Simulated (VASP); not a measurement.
# Si2W (P6_222) in VASP: a series of runs

Runs on Si2W. Level: PBE. Tasks: single point.

Program: VASP 6.6.1. These are calculated values, not measurements. Logs are shortened: lines on timing, memory, paths and dates and some standing lists are left out, and cuts for length are marked.

**1. The cell of the first run**

The structure is hexagonal, space group P6_222 (No. 180). Conventional cell: a = 4.520 Å, b = 4.520 Å, c = 6.928 Å, α = 90.00°, β = 90.00°, γ = 120.00°. Within 3.4 Å of Si (site symmetry 2) lie 9 Si at 2.46 to 3.32 Å and 5 W at 2.57 to 2.68 Å. Within 3.4 Å of W (site symmetry 222) lie 10 Si at 2.57 to 2.68 Å and 4 W at 3.23 Å.

**2. Single point, PBE**

File INCAR:

```
PREC = Accurate ; ENCUT = 520
EDIFF = 1E-7 ; ISMEAR = 0
SIGMA = 0.03 ; LREAL = F
LASPH = T ; NELM = 60
ALGO = Normal ; ISIF = 2
LWAVE = F ; LCHARG = T
GGA = PE ; LELF = T
LVHAR = T ; NBANDS = 43
```

File KPOINTS:

```
regular mesh
0
Gamma
  9 9 6
```

File POSCAR:

```
Si2W
1.0
    4.5199185558      0.0000000000      0.0000000000
   -2.2599592779      3.9143642923      0.0000000000
    0.0000000000      0.0000000000      6.9276791704
Si W
6 3
Direct
    0.8425991990      0.6851983979      0.5000000000
    0.1574008010      0.8425991990      0.8333333333
    0.6851983979      0.8425991990      0.1666666667
    0.1574008010      0.3148016021      0.5000000000
    0.8425991990      0.1574008010      0.8333333333
    0.3148016021      0.1574008010      0.1666666667
    0.0000000000      0.5000000000      0.1666666667
    0.5000000000      0.5000000000      0.8333333333
    0.5000000000      0.0000000000      0.5000000000
```

Potentials or basis: VASP PAW PBE potentials, release 64 (Si, W_sv).

Command:

```sh
$ cat potpaw_PBE.64/Si/POTCAR potpaw_PBE.64/W_sv/POTCAR > POTCAR
$ mpirun -np 1 vasp_std > vasp.out
```

OUTCAR:

```text
PREC = Accurate
   ENCUT = 520
   EDIFF = 1E-7
   ISMEAR = 0
   LREAL = F
   LASPH = T
   NELM = 60
   ISIF = 2
   GGA = PE

 ion  position               nearest neighbor table
   1  0.843  0.685  0.500-   4 2.46   9 2.57   9 2.57   2 2.62   3 2.62   7 2.67   8 2.67   9 2.68
                             4 2.69   4 2.69   6 3.14   5 3.14
   2  0.157  0.843  0.833-   5 2.46   8 2.57   8 2.57   1 2.62   6 2.62   9 2.67   7 2.67   8 2.68
                             5 2.69   5 2.69   4 3.14   3 3.14
   3  0.685  0.843  0.167-   6 2.46   7 2.57   7 2.57   1 2.62   5 2.62   9 2.67   8 2.67   7 2.68
                             6 2.69   6 2.69   4 3.14   2 3.14
   4  0.157  0.315  0.500-   1 2.46   9 2.57   9 2.57   5 2.62   6 2.62   7 2.67   8 2.67   9 2.68
                             1 2.69   1 2.69   3 3.14   2 3.14
   5  0.843  0.157  0.833-   2 2.46   8 2.57   8 2.57   4 2.62   3 2.62   9 2.67   7 2.67   8 2.68
                             2 2.69   2 2.69   1 3.14   6 3.14
   6  0.315  0.157  0.167-   3 2.46   7 2.57   7 2.57   4 2.62   2 2.62   9 2.67   8 2.67   7 2.68
                             3 2.69   3 2.69   1 3.14   5 3.14
   7  0.000  0.500  0.167-   6 2.57   3 2.57   6 2.57   3 2.57   1 2.67   4 2.67   2 2.67   5 2.67
                             3 2.68   6 2.68   9 3.23   9 3.23   8 3.23   8 3.23
   8  0.500  0.500  0.833-   5 2.57   2 2.57   2 2.57   5 2.57   1 2.67   4 2.67   3 2.67   6 2.67
                             5 2.68   2 2.68   9 3.23   9 3.23   7 3.23   7 3.23
   9  0.500  0.000  0.500-   4 2.57   1 2.57   4 2.57   1 2.57   6 2.67   3 2.67   2 2.67   5 2.67
                             4 2.68   1 2.68   7 3.23   8 3.23   8 3.23   7 3.23

  LATTYP: Found a hexagonal cell.
 ALAT       =     4.5199185558
 C/A-ratio  =     1.5327000000

  Lattice vectors:

 A1 = (   4.5199185558,   0.0000000000,   0.0000000000)
 A2 = (  -2.2599592779,   3.9143642923,   0.0000000000)
 A3 = (   0.0000000000,   0.0000000000,   6.9276791704)

Analysis of symmetry for initial positions (statically):
=====================================================================
 Subroutine PRICEL returns:
 Original cell was already a primitive cell.

 Routine SETGRP: Setting up the symmetry group for a
 hexagonal supercell.

 Subroutine GETGRP returns: Found 12 space group operations
 (whereof  4 operations were pure point group operations)
 out of a pool of 24 trial point group operations.

The static configuration has the point symmetry D_2 .
 The point group associated with its full space group is D_6 .

Analysis of symmetry for dynamics (positions and initial velocities):
=====================================================================
 Subroutine PRICEL returns:
 Original cell was already a primitive cell.

 Routine SETGRP: Setting up the symmetry group for a
 hexagonal supercell.

 Subroutine GETGRP returns: Found 12 space group operations
 (whereof  4 operations were pure point group operations)
 out of a pool of 24 trial point group operations.

The dynamic configuration has the point symmetry D_2 .
 The point group associated with its full space group is D_6 .

 Subroutine INISYM returns: Found 12 space group operations
 (whereof  4 operations are pure point group operations),
 and found     1 'primitive' translations

----------------------------------------------------------------------------------------

                                     Primitive cell

  volume of cell :     122.5687

  direct lattice vectors                    reciprocal lattice vectors
     4.519918556  0.000000000  0.000000000     0.221242925  0.127734662  0.000000000
    -2.259959278  3.914364292  0.000000000     0.000000000  0.255469324  0.000000000
     0.000000000  0.000000000  6.927679170     0.000000000  0.000000000  0.144348486

  length of vectors
     4.519918556  4.519918556  6.927679170     0.255469324  0.255469324  0.144348486

  position of ions in fractional coordinates (direct lattice)
     0.842599199  0.685198398  0.500000000
     0.157400801  0.842599199  0.833333333
     0.685198398  0.842599199  0.166666667
     0.157400801  0.314801602  0.500000000
     0.842599199  0.157400801  0.833333333
     0.314801602  0.157400801  0.166666667
     1.000000000  0.500000000  0.166666667
     0.500000000  0.500000000  0.833333333
     0.500000000  0.000000000  0.500000000

  ion indices of the primitive-cell ions
   primitive index   ion index
                 1           1
                 2           2
                 3           3
                 4           4
                 5           5
                 6           6
                 7           7
                 8           8
                 9           9

----------------------------------------------------------------------------------------

 KPOINTS: regular mesh

Automatic generation of k-mesh.
 Grid dimensions read from file:
 generate k-points for:    9    9    6

 Generating k-lattice:

  Cartesian coordinates                     Fractional coordinates (reciprocal lattice)
     0.024582547  0.014192740  0.000000000     0.111111111 -0.000000000  0.000000000
     0.000000000  0.028385480  0.000000000     0.000000000  0.111111111  0.000000000
     0.000000000  0.000000000  0.024058081     0.000000000  0.000000000  0.166666667

  Length of vectors
     0.028385480  0.028385480  0.024058081

  Shift w.r.t. Gamma in fractional coordinates (k-lattice)
     0.000000000  0.000000000  0.000000000

 Subroutine IBZKPT returns following result:
 ===========================================

 Found     48 irreducible k-points:

 Following reciprocal coordinates:
            Coordinates               Weight
  0.000000  0.000000  0.000000      1.000000
  0.111111  0.000000  0.000000      6.000000
  0.222222  0.000000  0.000000      6.000000
  0.333333 -0.000000  0.000000      6.000000
  0.444444  0.000000  0.000000      6.000000
  0.111111  0.111111  0.000000      6.000000
[... 16 lines left out ...]
  0.333333  0.222222  0.166667     24.000000
  0.333333  0.333333  0.166667      4.000000
 [... further k-points ...]
   k-points           NKPTS =     48   k-points in BZ     NKDIM =     48   number of bands    NBANDS=     43
   number of dos      NEDOS =    301   number of ions     NIONS =      9
   total plane-waves  NPLWV =  69984
   dimension x,y,z NGX =    36 NGY =   36 NGZ =   54
   dimension x,y,z NGXF=    72 NGYF=   72 NGZF=  108
   ions per type =               6   3
   NGX,Y,Z   is equivalent  to a cutoff of  13.24, 13.24, 12.96 a.u.
   NGXF,Y,Z  is equivalent  to a cutoff of  26.48, 26.48, 25.92 a.u.
 SYSTEM =  unknown system
   PREC   = accura    normal or accurate (medium, high low for compatibility)
   ISTART =      0    job   : 0-new  1-cont  2-samecut
   ICHARG =      2    charge: 1-file 2-atom 10-const
   ISPIN  =      1    spin polarized calculation?
   LNONCOLLINEAR =      F non collinear calculations
   LSORBIT =      F    spin-orbit coupling
   LASPH  =      T    aspherical Exc in radial PAW
   ENCUT  =  520.0 eV  38.22 Ry    6.18 a.u.   8.40  8.40 12.88*2*pi/ulx,y,z
   NELM   =     60;   NELMIN=  2; NELMDL= -5     # of ELM steps
   EDIFF  = 0.1E-06   stopping-criterion for ELM
   LREAL  =      F    real-space projection
   EDIFFG = 0.1E-05   stopping-criterion for IOM
   NSW    =      0    number of steps for IOM
   IBRION =     -1    ionic relax: 0-MD 1-quasi-New 2-CG
   NFREE  =      0    steps in history (QN), initial steepest desc. (CG)
   ISIF   =      2    stress and relaxation
   ISYM   =      2    0-nonsym 1-usesym 2-fastsym
   POTIM  = 0.5000    time-step for ionic-motion
   TEBEG  =    0.0;   TEEND  =   0.0 temperature during run
   PSTRESS=    0.0 pullay stress
   NELECT =      66.0000    total number of electrons
   NUPDOWN=      -1.0000    fix difference up-down
   EMIN   =  10.00;   EMAX   =-10.00  energy-range for DOS
   EFERMI =   0.00;   METHOD = LEGACY
   ISMEAR =     0;   SIGMA  =   0.03  broadening in eV -4-tet -1-fermi 0-gaus
   EFERMI_NEDOS =   21; number of points for ismear=-14 and -15
   IALGO  =     38    algorithm
   IMIX   =      4    mixing-type and parameters
     AMIX     =   0.40;   BMIX     =  1.00
     AMIX_MAG =   1.60;   BMIX_MAG =  1.00
  volume/ion in A,a.u.               =      13.62        91.90
  Fermi-wavevector in a.u.,A,eV,Ry     =   1.331873  2.516876 24.135194  1.773887
  Thomas-Fermi vector in A             =   2.460851
   LORBIT       =      0    0 simple, 1 ext, 2 COOP (PROOUT), +10 PAW based schemes
   GGA     = PE    functional components
   LHFCALC =     F    Hartree Fock is set to
   AEXX    =    0.0000 exact exchange contribution
   IVDW    =     0    specifies the selected vdW correction
   LEPSILON=     F    determine dielectric tensor
   LRPA    =     F    only Hartree local field effects (RPA)
 non-spin polarized calculation
 Gauss-broadening in eV      SIGMA  =   0.03
  energy-cutoff  :      520.00
  volume of cell :      122.57
 maximum number of plane-waves:      3350
 NGX is ok and might be reduce to    36
   NGX = 17   NGY = 17   NGZ = 25

 number of electron      65.9999995 magnetization

 Free energy of the ion-electron system (eV)
  ---------------------------------------------------
  ext. energy  EPLUGINS =         0.00000000
  ---------------------------------------------------
  free energy    TOTEN  =       -73.43066386 eV

  energy without entropy =      -73.43066386  energy(sigma->0) =      -73.43066386

 E-fermi :  12.1699     XC(G=0): -12.4749

 val. band max:       12.0407150272   @ k =   0.4444   0.0000   0.5000
 cond. band min:      12.3000180721   @ k =   0.2222   0.2222   0.0000
 fundamental gap:      0.2593030449
 Fermi energy:        12.1698730073

 k-point     1 :       0.0000    0.0000    0.0000
  band No.  band energies     occupation
      1     -61.9711      2.00000
      2     -61.9608      2.00000
      3     -61.9608      2.00000
      4     -26.3326      2.00000
      5     -26.3326      2.00000
      6     -26.3174      2.00000
[... 35 lines left out ...]
     42      15.5713      0.00000
     43      15.6427      0.00000

 k-point     2 :       0.1111    0.0000    0.0000
  band No.  band energies     occupation
      1     -61.9707      2.00000
      2     -61.9610      2.00000
      3     -61.9607      2.00000
      4     -26.3402      2.00000
      5     -26.3353      2.00000
      6     -26.3176      2.00000
[... 35 lines left out ...]
     42      15.5749      0.00000
     43      16.0095      0.00000

 k-point     3 :       0.2222    0.0000    0.0000
  band No.  band energies     occupation
      1     -61.9699      2.00000
      2     -61.9618      2.00000
      3     -61.9607      2.00000
      4     -26.3523      2.00000
      5     -26.3411      2.00000
      6     -26.3197      2.00000
[... 35 lines left out ...]
     42      15.8092      0.00000
     43      16.3924      0.00000

 k-point     4 :       0.3333   -0.0000    0.0000
  band No.  band energies     occupation
      1     -61.9688      2.00000
      2     -61.9629      2.00000
      3     -61.9607      2.00000
      4     -26.3618      2.00000
      5     -26.3465      2.00000
      6     -26.3226      2.00000
[... 863 lines left out ...]
     42      15.2988      0.00000
     43      15.6913      0.00000

 k-point    23 :       0.3333    0.2222    0.1667
  band No.  band energies     occupation
      1     -61.9671      2.00000
      2     -61.9643      2.00000
      3     -61.9608      2.00000
      4     -26.3675      2.00000
      5     -26.3457      2.00000
      6     -26.3299      2.00000
[... 35 lines left out ...]
     42      15.4192      0.00000
     43      15.8358      0.00000

 k-point    24 :       0.3333    0.3333    0.1667
  band No.  band energies     occupation
      1     -61.9667      2.00000
      2     -61.9647      2.00000
      3     -61.9609      2.00000
      4     -26.3685      2.00000
      5     -26.3395      2.00000
      6     -26.3374      2.00000
[... 35 lines left out ...]
     42      15.4045      0.00000
     43      15.9717      0.00000

 [... further k-points ...]
[... 5 lines left out ...]
  --------------------------------------------------------------------------------------
  -------------------------------------------------------------------------------------
  Total        4.7204693      4.7204693     -7.4681028      0.0000000      0.0000000     -0.0000000
  in kB       61.7044017     61.7044017    -97.6205502      0.0000000      0.0000000     -0.0000000
  external PRESSURE =       8.5960844 kB  Pullay stress =       0.0000000 kB

 VOLUME and BASIS-vectors are now :
 -----------------------------------------------------------------------------
  energy-cutoff  :      520.00
  volume of cell :      122.57
      direct lattice vectors                 reciprocal lattice vectors
     4.519918556  0.000000000  0.000000000     0.221242925  0.127734662  0.000000000
    -2.259959278  3.914364292  0.000000000     0.000000000  0.255469324  0.000000000
     0.000000000  0.000000000  6.927679170     0.000000000  0.000000000  0.144348486

 POSITION                                       TOTAL-FORCE (eV/Angst)
 -----------------------------------------------------------------------------------
      2.25996      2.68212      3.46384         0.000000     -1.062473     -0.000000
     -1.19280      3.29824      5.77307         0.920129     -0.531236     -0.000000
      1.19280      3.29824      1.15461        -0.920129     -0.531236      0.000000
     -0.00000      1.23225      3.46384         0.000000      1.062473     -0.000000
      3.45276      0.61612      5.77307        -0.920129      0.531236     -0.000000
      1.06716      0.61612      1.15461         0.920129      0.531236     -0.000000
     -1.12998      1.95718      1.15461         0.000000      0.000000      0.000000
      1.12998      1.95718      5.77307         0.000000     -0.000000      0.000000
      2.25996      0.00000      3.46384         0.000000      0.000000     -0.000000
 -----------------------------------------------------------------------------------
    total drift:                                0.000000     -0.000000     -0.000000

  FREE ENERGIE OF THE ION-ELECTRON SYSTEM (eV)
  ---------------------------------------------------
  free  energy   TOTEN  =       -73.4306638590 eV

  energy  without entropy=      -73.4306638590  energy(sigma->0) =      -73.43066386
```

It took 1.8 min on 1 thread of Intel Xeon 6975P-C (Granite Rapids), shared host; peak memory 0.36 GiB.

Results:

* Free energy: -73.4307 eV
* Pressure: 0.9 GPa
* Largest force: 1.062 eV/Å
* Band gap on the k mesh: 0.26 eV (least direct gap 0.86 eV)

Forces in eV/Å, atoms in the order of the input:
```
Si   0.000 -1.062  0.000
Si   0.920 -0.531  0.000
Si  -0.920 -0.531  0.000
Si   0.000  1.062  0.000
Si  -0.920  0.531  0.000
Si   0.920  0.531  0.000
W    0.000  0.000  0.000
W    0.000  0.000  0.000
W    0.000  0.000  0.000
```

Caveat: spin-orbit coupling is left out, which moves the levels of the heavy elements; an odd mesh through Γ misses points on the zone boundary, where band edges can lie; forces of over 1 eV/Å act on the atoms, so gaps and moduli don't describe the material at rest.

**3. Single point, PBE**

File INCAR:

```
  PREC = Accurate
  ENCUT = 520
  EDIFF = 1E-6
  ISMEAR = 0
  SIGMA = 0.03
  LREAL = False
  LASPH = True
  NELM = 60
  ALGO = Normal
  ISIF = 2
  LWAVE = False
  LCHARG = True
  GGA = PE
  LELF = True
  LVHAR = True
  NBANDS = 43
```

File KPOINTS:

```
Automatic mesh
0
Gamma
  9 9 6
```

File POSCAR:

```
Si2W
1.0
    4.5199185558      0.0000000000      0.0000000000
   -2.2599592779      3.9143642923      0.0000000000
    0.0000000000      0.0000000000      6.9276791704
Si W
6 3
Direct
    0.8175753463      0.6351506926      0.5000000000
    0.1824246537      0.8175753463      0.8333333333
    0.6351506926      0.8175753463      0.1666666667
    0.1824246537      0.3648493074      0.5000000000
    0.8175753463      0.1824246537      0.8333333333
    0.3648493074      0.1824246537      0.1666666667
    0.0000000000      0.5000000000      0.1666666667
    0.5000000000      0.5000000000      0.8333333333
    0.5000000000      0.0000000000      0.5000000000
```

Potentials or basis: VASP PAW PBE potentials, release 64 (Si, W_sv).

Command:

```sh
$ cat potpaw_PBE.64/Si/POTCAR potpaw_PBE.64/W_sv/POTCAR > POTCAR
$ mpirun -np 1 vasp_std > vasp.out
```

Run time: 1.8 min. Hardware: 1 thread of Intel Xeon 6975P-C (Granite Rapids), shared host; peak memory 0.36 GiB.

The run converged. Its results:

* Free energy: -72.5276 eV
* Pressure: 4.1 GPa
* Largest force: 2.409 eV/Å
* Band gap on the k mesh: 0.34 eV (least direct gap 0.77 eV)

Forces on the atoms (eV/Å):
```
Si   0.000  2.409  0.000
Si  -2.086  1.204  0.000
Si   2.086  1.204  0.000
Si   0.000 -2.409  0.000
Si   2.086 -1.204  0.000
Si  -2.086 -1.204  0.000
W    0.000  0.000  0.000
W    0.000  0.000  0.000
W    0.000  0.000  0.000
```

Stress tensor (GPa, compression positive):
```
 9.42  0.00  0.00
 0.00  9.42  0.00
 0.00  0.00 -6.55
```

Levels at points of the mesh, in eV from the valence-band top:
| k point | band 29 | band 30 | band 31 | band 32 | band 33 | band 34 | band 35 | band 36 | band 37 | band 38 |
| --- | --- | --- | --- | --- | --- | --- | --- | --- | --- | --- |
| (0.00, 0.00, 0.00) | -2.33 | -1.90 | -1.90 | -1.52 | -0.86 | 2.59 | 2.94 | 2.94 | 3.10 | 3.23 |
| (0.00, 0.00, 0.50) | -2.04 | -2.04 | -0.92 | -0.92 | -0.80 | 1.51 | 2.37 | 2.57 | 2.57 | 2.82 |

Caveat: the cell stands under pressure; spin-orbit coupling is left out, which moves the levels of the heavy elements; an odd mesh through Γ misses points on the zone boundary, where band edges can lie; forces of over 1 eV/Å act on the atoms, so gaps and moduli don't describe the material at rest.

[end of part 1 of 3]
